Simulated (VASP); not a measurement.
# ZnSe (Pm-3m) in VASP: notebook

Runs on ZnSe. Level: PBE. Tasks: relaxation of cell and atoms.

All numbers are computed with VASP 6.6.1; they aren't measurements. Logs are shortened: lines on timing, memory, paths and dates and some standing lists are left out, and cuts for length are marked.

### 1 The cell of the first run

The structure is cubic, space group Pm-3m (No. 221). The conventional cell has a = 3.582 Å, b = 3.582 Å, c = 3.582 Å, α = 90.00°, β = 90.00°, γ = 90.00°. Zn (site symmetry m-3m) has 8 Se at 3.10 Å and 6 Zn at 3.58 Å within 4.1 Å. Se (site symmetry m-3m) has 8 Zn at 3.10 Å and 6 Se at 3.58 Å within 4.1 Å.

### 2 Relaxation of cell and atoms, PBE

Contents of INCAR:

```
ALGO = Normal
EDIFF = 1E-7
EDIFFG = -0.01
ENCUT = 500
GGA = PE
GGA_COMPAT = F
IBRION = 2
ISIF = 3
ISMEAR = 1
LASPH = T
LCHARG = F
LREAL = F
LWAVE = F
NELM = 120
NELMIN = 4
NSW = 60
PREC = Accurate
SIGMA = 0.05
```

Contents of KPOINTS:

```
k-points
0
Gamma
  5 5 5
```

Contents of POSCAR:

```
ZnSe
1.0
    3.5817050000      0.0000000000      0.0000000000
    0.0000000000      3.5817050000      0.0000000000
    0.0000000000      0.0000000000      3.5817050000
Zn Se
1 1
Direct
    0.5000000000      0.5000000000      0.5000000000
    0.0000000000      0.0000000000      0.0000000000
```

Potentials or basis: VASP PAW PBE potentials, release 64 (Zn, Se).

Started as:

```console
$ cat potpaw_PBE.64/Zn/POTCAR potpaw_PBE.64/Se/POTCAR > POTCAR
$ mpirun -np 1 vasp_std > vasp.out
```

OUTCAR:

```text
EDIFF = 1E-7
   EDIFFG = -0.01
   ENCUT = 500
   GGA = PE
   IBRION = 2
   ISIF = 3
   ISMEAR = 1
   LASPH = T
   LREAL = F
   NELM = 120
   NELMIN = 4
   NSW = 60
   PREC = Accurate

 ion  position               nearest neighbor table
   1  0.500  0.500  0.500-
   2  0.000  0.000  0.000-

  LATTYP: Found a simple cubic cell.
 ALAT       =     3.5817050000

  Lattice vectors:

 A1 = (   3.5817050000,   0.0000000000,   0.0000000000)
 A2 = (   0.0000000000,   3.5817050000,   0.0000000000)
 A3 = (   0.0000000000,   0.0000000000,   3.5817050000)

Analysis of symmetry for initial positions (statically):
=====================================================================
 Subroutine PRICEL returns:
 Original cell was already a primitive cell.

 Routine SETGRP: Setting up the symmetry group for a
 simple cubic supercell.

 Subroutine GETGRP returns: Found 48 space group operations
 (whereof 48 operations were pure point group operations)
 out of a pool of 48 trial point group operations.

The static configuration has the point symmetry O_h .

Analysis of symmetry for dynamics (positions and initial velocities):
=====================================================================
 Subroutine PRICEL returns:
 Original cell was already a primitive cell.

 Routine SETGRP: Setting up the symmetry group for a
 simple cubic supercell.

 Subroutine GETGRP returns: Found 48 space group operations
 (whereof 48 operations were pure point group operations)
 out of a pool of 48 trial point group operations.

The dynamic configuration has the point symmetry O_h .

 Subroutine INISYM returns: Found 48 space group operations
 (whereof 48 operations are pure point group operations),
 and found     1 'primitive' translations

----------------------------------------------------------------------------------------

                                     Primitive cell

  volume of cell :      45.9483

  direct lattice vectors                    reciprocal lattice vectors
     3.581705000  0.000000000  0.000000000     0.279196640  0.000000000  0.000000000
     0.000000000  3.581705000  0.000000000     0.000000000  0.279196640  0.000000000
     0.000000000  0.000000000  3.581705000     0.000000000  0.000000000  0.279196640

  length of vectors
     3.581705000  3.581705000  3.581705000     0.279196640  0.279196640  0.279196640

  position of ions in fractional coordinates (direct lattice)
     0.500000000  0.500000000  0.500000000
     0.000000000  0.000000000  0.000000000

  ion indices of the primitive-cell ions
   primitive index   ion index
                 1           1
                 2           2

[... 54 lines left out ...]
   ENCUT  =  500.0 eV  36.75 Ry    6.06 a.u.   6.53  6.53  6.53*2*pi/ulx,y,z
   NELM   =    120;   NELMIN=  4; NELMDL= -5     # of ELM steps
   EDIFF  = 0.1E-06   stopping-criterion for ELM
   LREAL  =      F    real-space projection
   EDIFFG = -.1E-01   stopping-criterion for IOM
   NSW    =     60    number of steps for IOM
   IBRION =      2    ionic relax: 0-MD 1-quasi-New 2-CG
   NFREE  =      1    steps in history (QN), initial steepest desc. (CG)
   ISIF   =      3    stress and relaxation
   ISYM   =      2    0-nonsym 1-usesym 2-fastsym
   POTIM  = 0.5000    time-step for ionic-motion
   TEBEG  =    0.0;   TEEND  =   0.0 temperature during run
   PSTRESS=    0.0 pullay stress
   NELECT =      18.0000    total number of electrons
   NUPDOWN=      -1.0000    fix difference up-down
   EMIN   =  10.00;   EMAX   =-10.00  energy-range for DOS
   EFERMI =   0.00;   METHOD = LEGACY
   ISMEAR =     1;   SIGMA  =   0.05  broadening in eV -4-tet -1-fermi 0-gaus
   EFERMI_NEDOS =   21; number of points for ismear=-14 and -15
   IALGO  =     38    algorithm
   IMIX   =      4    mixing-type and parameters
     AMIX     =   0.40;   BMIX     =  1.00
     AMIX_MAG =   1.60;   BMIX_MAG =  1.00
  volume/ion in A,a.u.               =      22.97       155.04
  Fermi-wavevector in a.u.,A,eV,Ry     =   1.197869  2.263643 19.522853  1.434889
  Thomas-Fermi vector in A             =   2.333772
   LORBIT       =      0    0 simple, 1 ext, 2 COOP (PROOUT), +10 PAW based schemes
   GGA     = PE    functional components
   LHFCALC =     F    Hartree Fock is set to
   AEXX    =    0.0000 exact exchange contribution
   IVDW    =     0    specifies the selected vdW correction
   LEPSILON=     F    determine dielectric tensor
   LRPA    =     F    only Hartree local field effects (RPA)
 conjugate gradient relaxation of ions
 non-spin polarized calculation
 Methfessel and Paxton  Order N= 1 SIGMA  =   0.05
  energy-cutoff  :      500.00
  volume of cell :       45.95
 maximum number of plane-waves:      1189
 NGX is ok and might be reduce to    28
   NGX = 13   NGY = 13   NGZ = 13

--------------------------------------- Ionic step        1  -------------------------------------------

 number of electron      17.9999986 magnetization

 Free energy of the ion-electron system (eV)
  ---------------------------------------------------
  ext. energy  EPLUGINS =         0.00000000
  ---------------------------------------------------
  free energy    TOTEN  =        -4.12097264 eV

  energy without entropy =       -4.12124436  energy(sigma->0) =       -4.12106321

 E-fermi :   2.0140     XC(G=0):  -9.7646

 val. band max:        1.9819985132   @ k =   0.4000   0.0000   0.0000
 cond. band min:       2.1099610648   @ k =   0.4000   0.2000   0.0000
 fundamental gap:      0.1279625516
 Fermi energy:         2.0140104685

 k-point     1 :       0.0000    0.0000    0.0000
  band No.  band energies     occupation
      1     -11.2105      2.00000
      2      -4.4409      2.00000
      3      -4.4409      2.00000
      4      -4.2710      2.00000
      5      -4.2710      2.00000
      6      -4.2710      2.00000
      7       0.2893      2.00000
      8       1.1534      2.00000
      9       1.1534      2.00000
     10       1.1534      2.00000
     11       8.1912      0.00000
     12       8.1912      0.00000
     13      11.5841      0.00000
[... 285 lines left out ...]
--------------------------------------- Ionic step        5  -------------------------------------------

 number of electron      17.9999990 magnetization

 Free energy of the ion-electron system (eV)
  ---------------------------------------------------
  ext. energy  EPLUGINS =         0.00000000
  ---------------------------------------------------
  free energy    TOTEN  =        -4.40161847 eV

  energy without entropy =       -4.40135300  energy(sigma->0) =       -4.40152998

 E-fermi :   3.9926     XC(G=0): -10.7520

 val. band max:        3.9629403836   @ k =   0.4000   0.0000   0.0000
 cond. band min:       4.1329371333   @ k =   0.4000   0.2000   0.0000
 fundamental gap:      0.1699967497
 Fermi energy:         3.9926285595

 k-point     1 :       0.0000    0.0000    0.0000
  band No.  band energies     occupation
      1     -10.6478      2.00000
      2      -2.9650      2.00000
      3      -2.9650      2.00000
      4      -2.6708      2.00000
      5      -2.6708      2.00000
      6      -2.6708      2.00000
      7       2.7326      2.00000
      8       2.7326      2.00000
      9       2.7326      2.00000
     10       2.7521      2.00000
     11       9.7853      0.00000
     12       9.7853      0.00000
     13      15.1150      0.00000
[... 171 lines left out ...]
  FREE ENERGIE OF THE ION-ELECTRON SYSTEM (eV)
  ---------------------------------------------------
  free  energy   TOTEN  =        -4.4016184712 eV

  energy  without entropy=       -4.4013529988  energy(sigma->0) =       -4.40152998

 reached required accuracy - stopping structural energy minimisation
```

CONTCAR:

```text
ZnSe
   1.00000000000000
     3.3380076317898522    0.0000000000000000    0.0000000000000000
    -0.0000000000000000    3.3380076317898522    0.0000000000000000
    -0.0000000000000000   -0.0000000000000000    3.3380076317898522
  Zn              Se
     1     1
Direct
     0.5000000000000000    0.5000000000000000    0.5000000000000000
     1.0000000000000000    1.0000000000000000    1.0000000000000000

  0.00000000E+00  0.00000000E+00  0.00000000E+00
  0.00000000E+00  0.00000000E+00  0.00000000E+00
```

Wall time 16 s (1 thread of Intel Xeon 6975P-C (Granite Rapids), shared host); peak memory 0.16 GiB.

Results:

```yaml
Free_energy: -4.4016 eV
Relaxed_volume: 18.60 Å³/atom
Relaxed_cell: a = 3.338 Å, b = 3.338 Å, c = 3.338 Å, α = 90.00°, β = 90.00°, γ = 90.00°
Space_group_after_relaxing_to_0.05_Å: Pm-3m (No. 221)
Energy_gained_by_relaxing: 140.3 meV/atom
Ionic_steps: 5
Pressure_after_relaxing: 0.0 GPa
Band_gap_on_the_k_mesh: zero (band 9 reaches 4.13 eV, above the bottom of band 10 at 2.75 eV)
```

The path:
```
step  energy change (eV)  largest force (eV/Å)  pressure (GPa)  volume (Å³)
   1              0.0000                0.0000           -8.33        45.95
   2             -0.2722                0.0000           -2.04        38.45
   3             -0.2806                0.0000           -0.13        37.25
   4             -0.2806                0.0000            0.16        37.09
   5             -0.2806                0.0000           -0.02        37.19
```

Final structure:
```
CELL_PARAMETERS angstrom
3.33801 0.00000 0.00000
0.00000 3.33801 0.00000
0.00000 0.00000 3.33801
ATOMIC_POSITIONS crystal
Zn 0.50000 0.50000 0.50000
Se 0.00000 0.00000 0.00000
```

Levels at points of the mesh, in eV from the Fermi level:
```csv
k point,band 6,band 7,band 8,band 9,band 10,band 11,band 12,band 13
"(0.00, 0.00, 0.00)",-6.66,-1.26,-1.26,-1.26,-1.24,5.79,5.79,11.12
```

Caveat: the volume moved by over 15 % at a fixed basis, so the end points are rough.

### 3 Relaxation of cell and atoms, PBE, collinear spin, ferromagnetic start

Contents of INCAR:

```
SYSTEM = ZnSe
PREC = Accurate ; ENCUT = 500
EDIFF = 1E-7 ; ISMEAR = -1
SIGMA = 0.1 ; LREAL = .FALSE.
LASPH = .TRUE. ; NELM = 200
ALGO = Normal ; ISIF = 3
LWAVE = .FALSE. ; LCHARG = .FALSE.
ISPIN = 2 ; MAGMOM = 0.2 0.2
LORBIT = 11 ; GGA = PE
IBRION = 2 ; NSW = 60
EDIFFG = -0.01 ; GGA_COMPAT = .FALSE.
NELMIN = 4
```

Contents of KPOINTS:

```
Automatic mesh
0
G
  5 5 5
  0 0 0
```

POSCAR is that of step 2.

Potentials or basis: VASP PAW PBE potentials, release 64 (Zn, Se).

Started as:

```console
$ cat potpaw_PBE.64/Zn/POTCAR potpaw_PBE.64/Se/POTCAR > POTCAR
$ mpirun -np 1 vasp_std > vasp.out
```

Run time: 31 s. Hardware: 1 thread of Intel Xeon 6975P-C (Granite Rapids), shared host; peak memory 0.17 GiB.

The run converged. Its results:

| Quantity | Value |
| --- | --- |
| Free energy | -4.4225 eV |
| Relaxed volume | 18.62 Å³/atom |
| Relaxed cell | a = 3.340 Å, b = 3.340 Å, c = 3.340 Å, α = 90.00°, β = 90.00°, γ = 90.00° |
| Space group after relaxing (to 0.05 Å) | Pm-3m (No. 221) |
| Energy gained by relaxing | 135.8 meV/atom |
| Ionic steps | 5 |
| Pressure after relaxing | 0.0 GPa |
| Band gap on the k mesh | zero (filled and empty bands overlap) |
| Net moment | 0.00 μB per cell |
| Valence electrons inside the program's atomic spheres | Zn 10.59; Se 3.73 |

The path:
| step | energy change (eV) | largest force (eV/Å) | pressure (GPa) | volume (Å³) |
| --- | --- | --- | --- | --- |
| 1 | 0.0000 | 0.0000 | -8.12 | 45.95 |
| 2 | -0.2618 | 0.0000 | -2.15 | 38.63 |
| 3 | -0.2715 | 0.0000 | -0.15 | 37.33 |
| 4 | -0.2715 | 0.0000 | 0.12 | 37.17 |
| 5 | -0.2716 | 0.0000 | -0.01 | 37.25 |

Final structure:
```
Zn Se
1.0
     3.33967    0.00000    0.00000
     0.00000    3.33967    0.00000
     0.00000    0.00000    3.33967
Zn Se
1 1
Direct
  0.50000 0.50000 0.50000
  0.00000 0.00000 0.00000
```

Levels at points of the mesh, in eV from the Fermi level:
Spin up:
| k point | band 6 | band 7 | band 8 | band 9 | band 10 | band 11 | band 12 | band 13 |
| --- | --- | --- | --- | --- | --- | --- | --- | --- |
| (0.00, 0.00, 0.00) | -6.65 | -1.24 | -1.24 | -1.24 | -1.23 | 5.81 | 5.81 | 11.12 |
Spin down:
```
           k point  band 7  band 8  band 9  band 10  band 11  band 12
(0.00, 0.00, 0.00)   -1.24   -1.24   -1.24    -1.23     5.81     5.81
```

Caveat: the volume moved by over 15 % at a fixed basis, so the end points are rough.
